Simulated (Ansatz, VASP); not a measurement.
Two plane-wave programs on SiC

```xyz
8
Lattice="3.0584 0.0000 0.0000 -1.5292 2.6487 0.0000 0.0000 0.0000 10.0121" Properties=species:S:1:pos:R:3 pbc="T T T"
Si    1.5292    0.8829    9.3898
Si    0.0000    1.7658    4.3837
Si    0.0000    0.0000    6.8874
Si    0.0000    0.0000    1.8813
C     1.5292    0.8829    7.5072
C     0.0000    1.7658    2.5011
C     0.0000    0.0000    5.0106
C     0.0000    0.0000    0.0045
```

Alike in both runs: functional LDA; k mesh 12 × 12 × 4; occupations gaussian, width 0.02 eV; no spin polarisation.

Ansatz relaxed the structure, and its values are those at the end. VASP's run is a single point on that final structure, the one shown.

|  | VASP | Ansatz |
| --- | --- | --- |
| version | VASP 6.6.1 | Ansatz 0.2.0 |
| potentials or method | VASP PAW LDA potentials, release 64 (Si, C), cutoff 520 eV | scalar-relativistic, plane waves, PAW |
| valence electrons in the cell | 32 | 32 |

|  | VASP | Ansatz | Ansatz less VASP |
| --- | --- | --- | --- |
| gap on the k mesh at the Fermi level (eV) | 2.17 | 2.18 | +0.010 |
| least direct gap on the mesh (eV) | 3.30 | 3.31 | +0.011 |
| pressure (GPa) | 0.4 | 0.0 | -0.41 |

LDA's correlation is that of Perdew and Zunger in VASP and of Perdew and Wang (1992) in Ansatz.
